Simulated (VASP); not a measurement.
# SrO (Fm-3m) in VASP: further runs

Runs on SrO. Level: LDA. Tasks: vibrations by perturbation theory.

Everything below comes from runs of VASP 6.6.1. Logs are shortened: lines on timing, memory, paths and dates and some standing lists are left out, and cuts for length are marked.

## Step 1: The cell of the first run

Symmetry: Fm-3m, No. 225, cubic system. The conventional cell has a = 5.039 Å, b = 5.039 Å, c = 5.039 Å, α = 90.00°, β = 90.00°, γ = 90.00°. Within 3.3 Å of Sr (site symmetry m-3m) lie 6 O at 2.52 Å. Within 3.3 Å of O (site symmetry m-3m) lie 6 Sr at 2.52 Å.

## Step 2: Vibrations by perturbation theory, LDA (15.99 Å³/atom)

INCAR reads:

```
SYSTEM = SrO
PREC = Accurate
ENCUT = 520
EDIFF = 1E-8
ISMEAR = 0
SIGMA = 0.01
LREAL = .FALSE.
LASPH = .TRUE.
NELM = 60
ALGO = Normal
ISIF = 2
LWAVE = .FALSE.
LCHARG = .TRUE.
GGA = CA
NBANDS = 15
IBRION = 8
NSW = 1
```

KPOINTS reads:

```
Automatic mesh
0
G
  8 8 8
  0 0 0
```

POSCAR reads:

```
SrO
1.0
    0.0000000000      2.5194697699      2.5194697699
    2.5194697699      0.0000000000      2.5194697699
    2.5194697699      2.5194697699      0.0000000000
Sr O
1 1
Direct
    0.5000000000      0.5000000000      0.5000000000
    0.0000000000      0.0000000000      0.0000000000
```

Potentials or basis: VASP PAW LDA potentials, release 64 (Sr_sv, O).

Started as:

```
$ cat potpaw_LDA.64/Sr_sv/POTCAR potpaw_LDA.64/O/POTCAR > POTCAR
$ mpirun -np 1 vasp_std > vasp.out
```

OUTCAR:

```text
SYSTEM = SrO
   PREC = Accurate
   ENCUT = 520
   EDIFF = 1E-8
   ISMEAR = 0
   LREAL = .FALSE.
   LASPH = .TRUE.
   NELM = 60
   ISIF = 2
   GGA = CA
   IBRION = 8
   NSW = 1

 ion  position               nearest neighbor table
   1  0.500  0.500  0.500-   2 2.52   2 2.52   2 2.52   2 2.52   2 2.52   2 2.52
   2  0.000  0.000  0.000-   1 2.52   1 2.52   1 2.52   1 2.52   1 2.52   1 2.52

  LATTYP: Found a face centered cubic cell.
 ALAT       =     5.0389395398

  Lattice vectors:

 A1 = (   0.0000000000,   2.5194697699,   2.5194697699)
 A2 = (   2.5194697699,   0.0000000000,   2.5194697699)
 A3 = (   2.5194697699,   2.5194697699,   0.0000000000)

Analysis of symmetry for initial positions (statically):
=====================================================================
 Subroutine PRICEL returns:
 Original cell was already a primitive cell.

 Routine SETGRP: Setting up the symmetry group for a
 face centered cubic supercell.

 Subroutine GETGRP returns: Found 48 space group operations
 (whereof 48 operations were pure point group operations)
 out of a pool of 48 trial point group operations.

The static configuration has the point symmetry O_h .

Analysis of symmetry for dynamics (positions and initial velocities):
=====================================================================
 Subroutine PRICEL returns:
 Original cell was already a primitive cell.

 Routine SETGRP: Setting up the symmetry group for a
 face centered cubic supercell.

 Subroutine GETGRP returns: Found 48 space group operations
 (whereof 48 operations were pure point group operations)
 out of a pool of 48 trial point group operations.

The dynamic configuration has the point symmetry O_h .

 Subroutine INISYM returns: Found 48 space group operations
 (whereof 48 operations are pure point group operations),
[... 595 lines left out ...]
  in kB       25.3249729     25.3249729     25.3249729     -0.0000000     -0.0000000      0.0000000
  external PRESSURE =      25.3249729 kB  Pullay stress =       0.0000000 kB

 VOLUME and BASIS-vectors are now :
 -----------------------------------------------------------------------------
  energy-cutoff  :      520.00
  volume of cell :       31.99
      direct lattice vectors                 reciprocal lattice vectors
     0.000000000  2.519469770  2.519469770    -0.198454455  0.198454455  0.198454455
     2.519469770  0.000000000  2.519469770     0.198454455 -0.198454455  0.198454455
     2.519469770  2.519469770  0.000000000     0.198454455  0.198454455 -0.198454455

 POSITION                                       TOTAL-FORCE (eV/Angst)
 -----------------------------------------------------------------------------------
      2.51947      2.51947      2.51947         0.000000      0.000000      0.000000
      0.00000      0.00000      0.00000         0.000000     -0.000000     -0.000000
 -----------------------------------------------------------------------------------
    total drift:                                0.000000      0.000000      0.000000

  FREE ENERGIE OF THE ION-ELECTRON SYSTEM (eV)
  ---------------------------------------------------
  free  energy   TOTEN  =       -13.3812733385 eV

  energy  without entropy=      -13.3812733385  energy(sigma->0) =      -13.38127334

[... ionic steps 2 to 3 ...]

--------------------------------------- Ionic step        4  -------------------------------------------

------------------------ aborting loop because EDIFF is reached ----------------------------------------

[... ionic steps 5 to 6 ...]

--------------------------------------- Ionic step        7  -------------------------------------------

 Free energy of the ion-electron system (eV)
  ---------------------------------------------------
  ---------------------------------------------------
  free energy    TOTEN  =        -0.35874030 eV

  energy without entropy =       -0.35874030

------------------------ aborting loop because EDIFF is reached ----------------------------------------

 INTERNAL STRAIN TENSOR  FOR ION    2  DIRECTION 1   (eV/Angst):
 -----------------------------------------------------------------------------
     0.00151  0.00000 -0.00000
    -0.00000 -0.00462 -0.00000
     0.00000 -0.00000 -0.00462

 INTERNAL STRAIN TENSOR FOR ION    2 for displacements in x,y,z  (eV/Angst):
          X           Y           Z          XY          YZ          ZX
  --------------------------------------------------------------------------------
  x     0.00000     0.00000     0.00000     0.00000     0.00000     0.00000
  y     0.00000     0.00000     0.00000     0.00000     0.00000     0.00000
  z     0.00000     0.00000     0.00000     0.00000     0.00000     0.00000

 SECOND DERIVATIVES (NOT SYMMETRIZED)
 ------------------------------------
               1X          1Y          1Z          2X          2Y          2Z
  1X    -2.716343    0.000000    0.000000    2.716343    0.000000    0.000000
  1Y     0.000000   -2.716343    0.000000    0.000000    2.716343    0.000000
  1Z     0.000000    0.000000   -2.716343    0.000000    0.000000    2.716343
  2X     2.697455    0.000000    0.000000   -2.697455    0.000000    0.000000
  2Y     0.000000    2.697455    0.000000    0.000000   -2.697455    0.000000
  2Z     0.000000    0.000000    2.697455    0.000000    0.000000   -2.697455

 Eigenvectors and eigenvalues of the dynamical matrix
 ----------------------------------------------------

   1 f  =    6.984302 THz    43.883663 2PiTHz  232.971234 cm-1    28.884739 meV
             X         Y         Z           dx          dy          dz
      2.519470  2.519470  2.519470     0.361847    0.156178   -0.000000
      0.000000  0.000000  0.000000    -0.843819   -0.364205    0.000000
[... 21 lines left out ...]
   6 f/i=    0.008826 THz     0.055456 2PiTHz    0.294404 cm-1     0.036501 meV
             X         Y         Z           dx          dy          dz
      2.519470  2.519470  2.519470     0.078722    0.555081    0.728260
      0.000000  0.000000  0.000000     0.033757    0.238030    0.312293

--------------------------------------------------------------------------------------------------------

 ELASTIC MODULI CONTR FROM IONIC RELAXATION (kBar)
 Direction    XX          YY          ZZ          XY          YZ          ZX
 --------------------------------------------------------------------------------
 XX           0.0000      0.0000      0.0000      0.0000      0.0000      0.0000
 YY           0.0000      0.0000      0.0000      0.0000      0.0000      0.0000
 ZZ           0.0000      0.0000      0.0000      0.0000      0.0000      0.0000
 XY           0.0000      0.0000      0.0000      0.0000      0.0000      0.0000
 YZ           0.0000      0.0000      0.0000      0.0000      0.0000      0.0000
 ZX           0.0000      0.0000      0.0000      0.0000      0.0000      0.0000
 --------------------------------------------------------------------------------
```

Run time: 2.7 min. Hardware: 1 thread of Intel Xeon 8259CL, shared host; peak memory 0.21 GiB.

Results:

* Highest phonon frequency at Γ, LO-TO splitting left out: 233 cm⁻¹

Phonon frequencies in cm⁻¹ (negative: imaginary):
```tsv
q point	frequencies
(0.000, 0.000, 0.000)	0 0 0 233 233 233
```

Caveat: the cell stands under pressure or tension, which shifts response properties.

## Step 3: Vibrations by perturbation theory, LDA

This run uses another cell than the first one, of 16.24 Å³/atom.

INCAR reads:

```
PREC = Accurate
ENCUT = 520
EDIFF = 1E-8
ISMEAR = 0
SIGMA = 0.01
LREAL = False
LASPH = True
NELM = 60
ALGO = Normal
ISIF = 2
LWAVE = False
LCHARG = True
GGA = CA
NBANDS = 15
IBRION = 8
NSW = 1
```

KPOINTS reads:

```
Automatic mesh
0
Gamma
  8 8 8
```

POSCAR reads:

```
SrO
1.0
    0.0000000000      2.5321945805      2.5321945805
    2.5321945805      0.0000000000      2.5321945805
    2.5321945805      2.5321945805      0.0000000000
Sr O
1 1
Direct
    0.5000000000      0.5000000000      0.5000000000
    0.0000000000      0.0000000000      0.0000000000
```

Potentials or basis: VASP PAW LDA potentials, release 64 (Sr_sv, O).

Started as:

```
$ cat potpaw_LDA.64/Sr_sv/POTCAR potpaw_LDA.64/O/POTCAR > POTCAR
$ mpirun -np 1 vasp_std > vasp.out
```

OUTCAR:

```text
PREC = Accurate
   ENCUT = 520
   EDIFF = 1E-8
   ISMEAR = 0
   LREAL = False
   LASPH = True
   NELM = 60
   ISIF = 2
   GGA = CA
   IBRION = 8
   NSW = 1

 ion  position               nearest neighbor table
   1  0.500  0.500  0.500-   2 2.53   2 2.53   2 2.53   2 2.53   2 2.53   2 2.53
   2  0.000  0.000  0.000-   1 2.53   1 2.53   1 2.53   1 2.53   1 2.53   1 2.53

  LATTYP: Found a face centered cubic cell.
 ALAT       =     5.0643891610

  Lattice vectors:

 A1 = (   0.0000000000,   2.5321945805,   2.5321945805)
 A2 = (   2.5321945805,   0.0000000000,   2.5321945805)
 A3 = (   2.5321945805,   2.5321945805,   0.0000000000)

Analysis of symmetry for initial positions (statically):
=====================================================================
 Subroutine PRICEL returns:
 Original cell was already a primitive cell.

 Routine SETGRP: Setting up the symmetry group for a
 face centered cubic supercell.

 Subroutine GETGRP returns: Found 48 space group operations
 (whereof 48 operations were pure point group operations)
 out of a pool of 48 trial point group operations.

The static configuration has the point symmetry O_h .

Analysis of symmetry for dynamics (positions and initial velocities):
=====================================================================
 Subroutine PRICEL returns:
 Original cell was already a primitive cell.

 Routine SETGRP: Setting up the symmetry group for a
 face centered cubic supercell.

 Subroutine GETGRP returns: Found 48 space group operations
 (whereof 48 operations were pure point group operations)
 out of a pool of 48 trial point group operations.

[... 615 lines left out ...]
    total drift:                                0.000000      0.000000      0.000000

  FREE ENERGIE OF THE ION-ELECTRON SYSTEM (eV)
  ---------------------------------------------------
  free  energy   TOTEN  =       -13.3867267760 eV

  energy  without entropy=      -13.3867267760  energy(sigma->0) =      -13.38672678

[... ionic steps 2 to 3 ...]

--------------------------------------- Ionic step        4  -------------------------------------------

------------------------ aborting loop because EDIFF is reached ----------------------------------------

[... ionic steps 5 to 6 ...]

--------------------------------------- Ionic step        7  -------------------------------------------

 Free energy of the ion-electron system (eV)
  ---------------------------------------------------
  ---------------------------------------------------
  free energy    TOTEN  =        -0.35869919 eV

  energy without entropy =       -0.35869919

------------------------ aborting loop because EDIFF is reached ----------------------------------------

 INTERNAL STRAIN TENSOR  FOR ION    2  DIRECTION 1   (eV/Angst):
 -----------------------------------------------------------------------------
     0.00143  0.00000 -0.00000
     0.00000 -0.00437  0.00000
     0.00000  0.00000 -0.00437

 INTERNAL STRAIN TENSOR FOR ION    2 for displacements in x,y,z  (eV/Angst):
          X           Y           Z          XY          YZ          ZX
  --------------------------------------------------------------------------------
  x     0.00000     0.00000     0.00000     0.00000     0.00000     0.00000
  y     0.00000     0.00000     0.00000     0.00000     0.00000     0.00000
  z     0.00000     0.00000     0.00000     0.00000     0.00000     0.00000

 SECOND DERIVATIVES (NOT SYMMETRIZED)
 ------------------------------------
               1X          1Y          1Z          2X          2Y          2Z
  1X    -2.506736    0.000000    0.000000    2.506736    0.000000    0.000000
  1Y     0.000000   -2.506736    0.000000    0.000000    2.506736    0.000000
  1Z     0.000000    0.000000   -2.506736    0.000000    0.000000    2.506736
  2X     2.490956    0.000000    0.000000   -2.490956    0.000000    0.000000
  2Y     0.000000    2.490956    0.000000    0.000000   -2.490956    0.000000
  2Z     0.000000    0.000000    2.490956    0.000000    0.000000   -2.490956

 Eigenvectors and eigenvalues of the dynamical matrix
 ----------------------------------------------------

   1 f  =    6.711298 THz    42.168326 2PiTHz  223.864790 cm-1    27.755684 meV
             X         Y         Z           dx          dy          dz
      2.532195  2.532195  2.532195    -0.139050   -0.368650    0.000000
      0.000000  0.000000  0.000000     0.324369    0.859969    0.000000
[... 21 lines left out ...]
   6 f/i=    0.007674 THz     0.048217 2PiTHz    0.255976 cm-1     0.031737 meV
             X         Y         Z           dx          dy          dz
      2.532195  2.532195  2.532195    -0.104400    0.550314    0.728709
      0.000000  0.000000  0.000000    -0.044754    0.235908    0.312382

--------------------------------------------------------------------------------------------------------

 ELASTIC MODULI CONTR FROM IONIC RELAXATION (kBar)
 Direction    XX          YY          ZZ          XY          YZ          ZX
 --------------------------------------------------------------------------------
 XX           0.0000      0.0000      0.0000      0.0000      0.0000      0.0000
 YY           0.0000      0.0000      0.0000      0.0000      0.0000      0.0000
 ZZ           0.0000      0.0000      0.0000      0.0000      0.0000      0.0000
 XY           0.0000      0.0000      0.0000      0.0000      0.0000      0.0000
 YZ           0.0000      0.0000      0.0000      0.0000      0.0000      0.0000
 ZX           0.0000      0.0000      0.0000      0.0000      0.0000      0.0000
 --------------------------------------------------------------------------------
```

It took 3.3 min on 1 thread of Intel Xeon 8259CL, shared host; peak memory 0.21 GiB.

Results:

```yaml
Highest_phonon_frequency_at_Γ_LO-TO_splitting_left_out: 224 cm⁻¹
```

Phonon frequencies in cm⁻¹ (negative: imaginary):
| q point | frequencies |
| --- | --- |
| (0.000, 0.000, 0.000) | 0 0 0 224 224 224 |

(Part 1 of 2 ends here.)
